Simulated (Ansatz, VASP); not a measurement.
## Two plane-wave programs on Li4SiGe2

Contents of INCAR:

```
ALGO = Normal
EDIFF = 1E-7
ENCUT = 520
GGA = PE
ISIF = 2
ISMEAR = -1
LASPH = True
LCHARG = False
LREAL = False
LWAVE = False
NBANDS = 31
NELM = 60
PREC = Accurate
SIGMA = 0.1
```

KPOINTS

```
k-points
0
Gamma
  8 8 8
```

File POSCAR:

```
Li4SiGe2
1.0
    4.6413680000      0.0000000000      0.0000000000
   -2.3206840000      4.0195500000      0.0000000000
   -2.3206840000      1.3398500000      6.3544690000
Ge Si Li
2 1 4
Direct
    0.4069500000      0.5930500000      0.2208500000
    0.2664500000      0.7335500000      0.7993500000
    0.1244000000      0.8756000000      0.3732000000
    0.8360000000      0.1640000000      0.5080000000
    0.7006000000      0.2994000000      0.1018000000
    0.9967000000      0.0033000000      0.9901000000
    0.5410000000      0.4590000000      0.6230000000
```

Input for Ansatz:

```yaml
crystal:
  lattice:
    - [4.641368, 0.0, 0.0]
    - [-2.320684, 4.01955, 0.0]
    - [-2.320684, 1.33985, 6.354469]
  atoms:
    - { symbol: Ge, position: [0.40695, 0.59305, 0.22085] }
    - { symbol: Ge, position: [0.26645, 0.73355, 0.79935] }
    - { symbol: Si, position: [0.1244, 0.8756, 0.3732] }
    - { symbol: Li, position: [0.836, 0.164, 0.508] }
    - { symbol: Li, position: [0.7006, 0.2994, 0.1018] }
    - { symbol: Li, position: [0.9967, 0.0033, 0.9901] }
    - { symbol: Li, position: [0.541, 0.459, 0.623] }
  symmetry: { tolerance: 0.0003 }
kpoints:
  mp_grid: { grid: [8, 8, 8], shift: [0, 0, 0] }
  band_path:
    path:
      - [0.0, 0.0, 0.0]
      - [0.0, 0.0, -0.5]
      - [-0.30369445, -0.30369445, -0.5]
      - [-0.30369445, -0.39261109, -0.19630555]
      - [-0.5, 0.0, 0.0]
      - [0.0, 0.0, 0.0]
      - [-0.34815277, -0.34815277, 0.0]
      - [-0.30369445, -0.34815277, -0.34815277]
      - [0.0, -0.5, -0.5]
      - [0.0, 0.0, 0.0]
    npoints: 6
magnetization:
  spin_polarized: false
scf:
  occupations: { method: fermi_dirac }
  lower_state_search: "off"
  max_iter: 200
hamiltonian:
  pseudopotentials: { kind: paw }
  xc: pbe
basis:
  ecutwfc: 420
  fft_grid_basis: typed
output:
  forces: true
  stress: true
  eigenvalues: true
  populations: true
  elf: true
  write_potential: true
  volumetric_format: npy
  dos:
    e_range: [-12, 8]
    de: 0.05
    projected: { site_lists: { Ge: [Ge], Li: [Li], Si: [Si] } }
checkpoint:
  read: saved_state
```

Alike in both runs: task single point; functional PBE; k mesh 8 × 8 × 8; no spin polarisation.

```csv
,VASP,Ansatz
version,VASP 6.6.1,Ansatz 0.2.0
potentials or method,"VASP PAW PBE potentials, release 64 (Ge_d, Si, Li_sv), cutoff 520 eV",PAW plane waves
occupations,"fermi-dirac, width 0.1 eV",fermi-dirac
valence electrons in the cell,44,44
```

Ansatz gave:

| Property | Result |
| --- | --- |
| rms of the force components (eV/Å) | 0.318 |

What did VASP give for the same quantities?

rms of the force components (eV/Å): 0.320.

Atom by atom the forces differ by 0.002 eV/Å (rms over components). Ansatz's warnings: structure snapped to symmetry.

Noted on VASP's run: the cutoff is short for stress, so the pressure is rough.
